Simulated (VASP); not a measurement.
# NiO2 (P-3m1) in VASP: further runs

The runs below take NiO2 through single point, with PBEsol.

All numbers are computed with VASP 6.6.1; they aren't measurements. Logs are shortened: lines on timing, memory, paths and dates and some standing lists are left out, and cuts for length are marked.

## Step 1: The cell of the first run

It takes space group P-3m1 (No. 164, trigonal). Conventional cell: a = 2.822 Å, b = 2.822 Å, c = 4.839 Å, α = 90.00°, β = 90.00°, γ = 120.00°. Ni (site symmetry -3m) has 6 O at 1.87 Å within 2.5 Å. O (site symmetry 3m) has 3 Ni at 1.87 Å and 3 O at 2.44 Å within 2.5 Å.

## Step 2: Single point, PBEsol (c/a of the conventional cell at fixed volume 1.7147)

Contents of INCAR:

```
SYSTEM = NiO2
PREC = Accurate ; ENCUT = 520
EDIFF = 1E-7 ; ISMEAR = 0
SIGMA = 0.05 ; LREAL = .False.
LASPH = .True. ; NELM = 80
ALGO = Normal ; ISIF = 2
LWAVE = .False. ; LCHARG = .False.
GGA = PS ; NBANDS = 18
```

Contents of KPOINTS:

```
regular mesh
0
Gamma
  12 12 6
  0 0 0
```

Contents of POSCAR:

```
NiO2
1.0
    2.8221285779      0.0000000000      0.0000000000
   -1.4110642890      2.4440350412      0.0000000000
    0.0000000000      0.0000000000      4.8391038725
Ni O
1 2
Direct
    0.0000000000      0.0000000000      0.5000000000
    0.6666666667      0.3333333333      0.6876599244
    0.3333333333      0.6666666667      0.3123400756
```

Potentials or basis: VASP PAW PBE potentials, release 64 (Ni, O).

Command:

```
> cat potpaw_PBE.64/Ni/POTCAR potpaw_PBE.64/O/POTCAR > POTCAR
> mpirun -np 1 vasp_std > vasp.out
```

OUTCAR:

```text
SYSTEM = NiO2
   PREC = Accurate
   ENCUT = 520
   EDIFF = 1E-7
   ISMEAR = 0
   LREAL = .False.
   LASPH = .True.
   NELM = 80
   ISIF = 2
   GGA = PS

 ion  position               nearest neighbor table
   1  0.000  0.000  0.500-   2 1.87   3 1.87   2 1.87   3 1.87   2 1.87   3 1.87
   2  0.667  0.333  0.688-   1 1.87   1 1.87   1 1.87
   3  0.333  0.667  0.312-   1 1.87   1 1.87   1 1.87

  LATTYP: Found a hexagonal cell.
 ALAT       =     2.8221285779
 C/A-ratio  =     1.7147000000

  Lattice vectors:

 A1 = (   2.8221285779,   0.0000000000,   0.0000000000)
 A2 = (  -1.4110642890,   2.4440350412,   0.0000000000)
 A3 = (   0.0000000000,   0.0000000000,   4.8391038725)

Analysis of symmetry for initial positions (statically):
=====================================================================
 Subroutine PRICEL returns:
 Original cell was already a primitive cell.

 Routine SETGRP: Setting up the symmetry group for a
 hexagonal supercell.

 Subroutine GETGRP returns: Found 12 space group operations
 (whereof 12 operations were pure point group operations)
 out of a pool of 24 trial point group operations.

The static configuration has the point symmetry D_3d.

Analysis of symmetry for dynamics (positions and initial velocities):
=====================================================================
 Subroutine PRICEL returns:
 Original cell was already a primitive cell.

 Routine SETGRP: Setting up the symmetry group for a
 hexagonal supercell.

 Subroutine GETGRP returns: Found 12 space group operations
 (whereof 12 operations were pure point group operations)
 out of a pool of 24 trial point group operations.

The dynamic configuration has the point symmetry D_3d.

 Subroutine INISYM returns: Found 12 space group operations
 (whereof 12 operations are pure point group operations),
 and found     1 'primitive' translations

----------------------------------------------------------------------------------------

                                     Primitive cell

  volume of cell :      33.3771

  direct lattice vectors                    reciprocal lattice vectors
     2.822128578  0.000000000  0.000000000     0.354342466  0.204579718  0.000000000
    -1.411064289  2.444035041  0.000000000     0.000000000  0.409159436  0.000000000
     0.000000000  0.000000000  4.839103872     0.000000000  0.000000000  0.206649832

  length of vectors
     2.822128578  2.822128578  4.839103872     0.409159436  0.409159436  0.206649832

  position of ions in fractional coordinates (direct lattice)
     0.000000000  0.000000000  0.500000000
     0.666666667  0.333333333  0.687659924
     0.333333333  0.666666667  0.312340076

  ion indices of the primitive-cell ions
   primitive index   ion index
                 1           1
                 2           2
                 3           3

----------------------------------------------------------------------------------------

 KPOINTS: regular mesh

Automatic generation of k-mesh.
 Grid dimensions read from file:
 generate k-points for:   12   12    6

 Generating k-lattice:

  Cartesian coordinates                     Fractional coordinates (reciprocal lattice)
     0.029528539  0.017048310  0.000000000     0.083333333  0.000000000  0.000000000
     0.000000000  0.034096620  0.000000000     0.000000000  0.083333333  0.000000000
     0.000000000  0.000000000  0.034441639     0.000000000  0.000000000  0.166666667

  Length of vectors
     0.034096620  0.034096620  0.034441639

  Shift w.r.t. Gamma in fractional coordinates (k-lattice)
     0.000000000  0.000000000  0.000000000

 Subroutine IBZKPT returns following result:
 ===========================================

 Found    100 irreducible k-points:

 Following reciprocal coordinates:
            Coordinates               Weight
  0.000000  0.000000  0.000000      1.000000
  0.083333  0.000000  0.000000      6.000000
  0.166667  0.000000  0.000000      6.000000
  0.250000  0.000000  0.000000      6.000000
  0.333333  0.000000  0.000000      6.000000
  0.416667 -0.000000  0.000000      6.000000
[... 16 lines left out ...]
  0.166667  0.000000  0.166667      6.000000
  0.000000  0.166667  0.166667      6.000000
 [... further k-points ...]
   k-points           NKPTS =    100   k-points in BZ     NKDIM =    100   number of bands    NBANDS=     18
   number of dos      NEDOS =    301   number of ions     NIONS =      3
   total plane-waves  NPLWV =  20736
   dimension x,y,z NGX =    24 NGY =   24 NGZ =   36
   dimension x,y,z NGXF=    48 NGYF=   48 NGZF=   72
   ions per type =               1   2
   NGX,Y,Z   is equivalent  to a cutoff of  14.14, 14.14, 12.37 a.u.
   NGXF,Y,Z  is equivalent  to a cutoff of  28.28, 28.28, 24.74 a.u.
 SYSTEM =  NiO2
   PREC   = accura    normal or accurate (medium, high low for compatibility)
   ISTART =      0    job   : 0-new  1-cont  2-samecut
   ICHARG =      2    charge: 1-file 2-atom 10-const
   ISPIN  =      1    spin polarized calculation?
   LNONCOLLINEAR =      F non collinear calculations
   LSORBIT =      F    spin-orbit coupling
   LASPH  =      T    aspherical Exc in radial PAW
   ENCUT  =  520.0 eV  38.22 Ry    6.18 a.u.   5.25  5.25  9.00*2*pi/ulx,y,z
   NELM   =     80;   NELMIN=  2; NELMDL= -5     # of ELM steps
   EDIFF  = 0.1E-06   stopping-criterion for ELM
   LREAL  =      F    real-space projection
   EDIFFG = 0.1E-05   stopping-criterion for IOM
   NSW    =      0    number of steps for IOM
   IBRION =     -1    ionic relax: 0-MD 1-quasi-New 2-CG
   NFREE  =      0    steps in history (QN), initial steepest desc. (CG)
   ISIF   =      2    stress and relaxation
   ISYM   =      2    0-nonsym 1-usesym 2-fastsym
   POTIM  = 0.5000    time-step for ionic-motion
   TEBEG  =    0.0;   TEEND  =   0.0 temperature during run
   PSTRESS=    0.0 pullay stress
   NELECT =      22.0000    total number of electrons
   NUPDOWN=      -1.0000    fix difference up-down
   EMIN   =  10.00;   EMAX   =-10.00  energy-range for DOS
   EFERMI =   0.00;   METHOD = LEGACY
   ISMEAR =     0;   SIGMA  =   0.05  broadening in eV -4-tet -1-fermi 0-gaus
   EFERMI_NEDOS =   21; number of points for ismear=-14 and -15
   IALGO  =     38    algorithm
   IMIX   =      4    mixing-type and parameters
     AMIX     =   0.40;   BMIX     =  1.00
     AMIX_MAG =   1.60;   BMIX_MAG =  1.00
  volume/ion in A,a.u.               =      11.13        75.08
  Fermi-wavevector in a.u.,A,eV,Ry     =   1.424730  2.692350 27.617874  2.029856
  Thomas-Fermi vector in A             =   2.545190
   LORBIT       =      0    0 simple, 1 ext, 2 COOP (PROOUT), +10 PAW based schemes
   GGA     = PS    functional components
   LHFCALC =     F    Hartree Fock is set to
   AEXX    =    0.0000 exact exchange contribution
   IVDW    =     0    specifies the selected vdW correction
   LEPSILON=     F    determine dielectric tensor
   LRPA    =     F    only Hartree local field effects (RPA)
 non-spin polarized calculation
 Gauss-broadening in eV      SIGMA  =   0.05
  energy-cutoff  :      520.00
  volume of cell :       33.38
 maximum number of plane-waves:       916
 NGX is ok and might be reduce to    24
   NGX = 11   NGY = 11   NGZ = 17

 number of electron      22.0000019 magnetization

 Free energy of the ion-electron system (eV)
  ---------------------------------------------------
  ext. energy  EPLUGINS =         0.00000000
  ---------------------------------------------------
  free energy    TOTEN  =       -18.74785178 eV

  energy without entropy =      -18.74785178  energy(sigma->0) =      -18.74785178

 E-fermi :   2.2159     XC(G=0): -10.5010

 val. band max:        2.0090910387   @ k =   0.0833   0.0000   0.5000
 cond. band min:       2.9755148581   @ k =   0.2500   0.0000   0.3333
 fundamental gap:      0.9664238195
 Fermi energy:         2.2159407174

 k-point     1 :       0.0000    0.0000    0.0000
  band No.  band energies     occupation
      1     -17.6358      2.00000
      2     -15.0091      2.00000
      3      -3.7115      2.00000
      4      -3.7115      2.00000
      5      -3.5816      2.00000
      6      -0.1369      2.00000
[... 10 lines left out ...]
     17      21.3909      0.00000
     18      21.3909      0.00000

 k-point     2 :       0.0833    0.0000    0.0000
  band No.  band energies     occupation
      1     -17.5444      2.00000
      2     -15.0211      2.00000
      3      -3.7386      2.00000
      4      -3.6520      2.00000
      5      -3.4841      2.00000
      6      -0.4382      2.00000
[... 10 lines left out ...]
     17      20.6521      0.00000
     18      21.6162      0.00000

 k-point     3 :       0.1667    0.0000    0.0000
  band No.  band energies     occupation
      1     -17.2830      2.00000
      2     -15.0586      2.00000
      3      -3.7855      2.00000
      4      -3.4858      2.00000
      5      -3.2107      2.00000
      6      -1.2266      2.00000
[... 10 lines left out ...]
     17      19.2811      0.00000
     18      21.8916      0.00000

 k-point     4 :       0.2500    0.0000    0.0000
  band No.  band energies     occupation
      1     -16.8912      2.00000
      2     -15.1247      2.00000
      3      -3.8171      2.00000
      4      -3.2550      2.00000
      5      -2.8859      2.00000
      6      -2.0543      2.00000
[... 375 lines left out ...]
      4      -3.6497      2.00000
      5      -3.3787      2.00000
      6      -0.4426      2.00000
[... 10 lines left out ...]
     17      20.6736      0.00000
     18      21.6127      0.00000

 k-point    23 :       0.1667    0.0000    0.1667
  band No.  band energies     occupation
      1     -17.2715      2.00000
      2     -15.0778      2.00000
      3      -3.8271      2.00000
      4      -3.4879      2.00000
      5      -3.1047      2.00000
      6      -1.2241      2.00000
[... 10 lines left out ...]
     17      19.2981      0.00000
     18      22.0313      0.00000

 k-point    24 :       0.0000    0.1667    0.1667
  band No.  band energies     occupation
      1     -17.2708      2.00000
      2     -15.0793      2.00000
      3      -3.8097      2.00000
      4      -3.4822      2.00000
      5      -3.1179      2.00000
      6      -1.2240      2.00000
[... 10 lines left out ...]
     17      19.3290      0.00000
     18      21.7722      0.00000

 [... further k-points ...]

------------------------ aborting loop because EDIFF is reached ----------------------------------------

  FORCE on cell =-STRESS in cart. coord.  units (eV):
  Direction    XX          YY          ZZ          XY          YZ          ZX
  --------------------------------------------------------------------------------------
  -------------------------------------------------------------------------------------
  Total       -0.6886999     -0.6886999      0.3082553      0.0000000     -0.0000000      0.0000000
  in kB      -33.0591321    -33.0591321     14.7969414      0.0000000     -0.0000000      0.0000000
  external PRESSURE =     -17.1071076 kB  Pullay stress =       0.0000000 kB

 VOLUME and BASIS-vectors are now :
 -----------------------------------------------------------------------------
  energy-cutoff  :      520.00
  volume of cell :       33.38
      direct lattice vectors                 reciprocal lattice vectors
     2.822128578  0.000000000  0.000000000     0.354342466  0.204579718  0.000000000
    -1.411064289  2.444035041  0.000000000     0.000000000  0.409159436  0.000000000
     0.000000000  0.000000000  4.839103872     0.000000000  0.000000000  0.206649832

 POSITION                                       TOTAL-FORCE (eV/Angst)
 -----------------------------------------------------------------------------------
      0.00000      0.00000      2.41955        -0.000000      0.000000      0.000000
      1.41106      0.81468      3.32766         0.000000     -0.000000      0.198078
     -0.00000      1.62936      1.51145        -0.000000      0.000000     -0.198078
 -----------------------------------------------------------------------------------
    total drift:                                0.000000      0.000000      0.000000

  FREE ENERGIE OF THE ION-ELECTRON SYSTEM (eV)
  ---------------------------------------------------
  free  energy   TOTEN  =       -18.7478517804 eV

  energy  without entropy=      -18.7478517804  energy(sigma->0) =      -18.74785178
```

Run time: 76 s. Hardware: 1 thread of Intel Xeon Platinum 8375C at 2.90GHz (Ice Lake), shared host; peak memory 0.19 GiB.

Results:

```yaml
Free_energy: -18.7479 eV
Pressure: -1.7 GPa
Largest_force: 0.198 eV/Å
Band_gap_on_the_k_mesh: 0.97 eV, indirect (least direct gap 1.24 eV)
```

Forces in eV/Å, atoms in the order of the input:
```
Ni   0.000  0.000  0.000
O    0.000  0.000  0.198
O    0.000  0.000 -0.198
```

Stress tensor (GPa, compression positive):
```
-3.31  0.00  0.00
 0.00 -3.31  0.00
 0.00  0.00  1.48
```

Caveat: the PAW data sets were made with another functional, which shifts forces and pressure a little. Spin polarisation is off, so any magnetic state and its effect on volume and gap are missing.

## Step 3: Single point, PBEsol (c/a of the conventional cell at fixed volume 1.9290)

Contents of INCAR:

```
PREC = Accurate ; ENCUT = 520
EDIFF = 1E-6 ; ISMEAR = 0
SIGMA = 0.05 ; LREAL = False
LASPH = True ; NELM = 80
ALGO = Normal ; ISIF = 2
LWAVE = False ; LCHARG = False
GGA = PS ; NBANDS = 18
```

Contents of KPOINTS:

```
Automatic mesh
0
Gamma
  12 12 6
```

Contents of POSCAR:

```
NiO2
1.0
    2.7134934025      0.0000000000      0.0000000000
   -1.3567467013      2.3499542196      0.0000000000
    0.0000000000      0.0000000000      5.2343287735
Ni O
1 2
Direct
    0.0000000000      0.0000000000      0.5000000000
    0.6666666667      0.3333333333      0.7379352920
    0.3333333333      0.6666666667      0.2620647080
```

Potentials or basis: VASP PAW PBE potentials, release 64 (Ni, O).

Command:

```
> cat potpaw_PBE.64/Ni/POTCAR potpaw_PBE.64/O/POTCAR > POTCAR
> mpirun -np 1 vasp_std > vasp.out
```

It took 79 s on 1 thread of Intel Xeon Platinum 8375C at 2.90GHz (Ice Lake), shared host; peak memory 0.18 GiB.

The run converged. Its results:

```yaml
Free_energy: -17.4960 eV
Pressure: -23.0 GPa
Largest_force: 3.824 eV/Å
Band_gap_on_the_k_mesh: 0.68 eV, indirect (least direct gap 0.74 eV)
```

Forces on the atoms (eV/Å):
```
Ni   0.000  0.000  0.000
O    0.000  0.000 -3.824
O    0.000  0.000  3.824
```

Stress tensor (GPa, compression positive):
```
-11.30   0.00   0.00
  0.00 -11.30   0.00
  0.00   0.00 -46.30
```

Levels at points of the mesh, in eV from the valence-band top:
```csv
k point,band 8,band 9,band 10,band 11,band 12,band 13,band 14,band 15
"(0.00, 0.00, 0.00)",-1.08,-0.96,-0.10,-0.10,1.67,1.67,6.41,11.48
"(0.50, 0.00, 0.00)",-1.78,-1.21,-0.92,-0.37,1.53,1.61,10.15,11.59
"(0.00, 0.00, 0.50)",-1.61,-0.76,-0.13,-0.13,1.70,1.70,7.52,10.34
"(0.50, 0.00, 0.50)",-1.68,-1.12,-0.92,-0.40,1.53,1.54,9.87,11.23
```

Caveat: the PAW data sets were made with another functional, which shifts forces and pressure a little. Spin polarisation is off, so any magnetic state and its effect on volume and gap are missing.
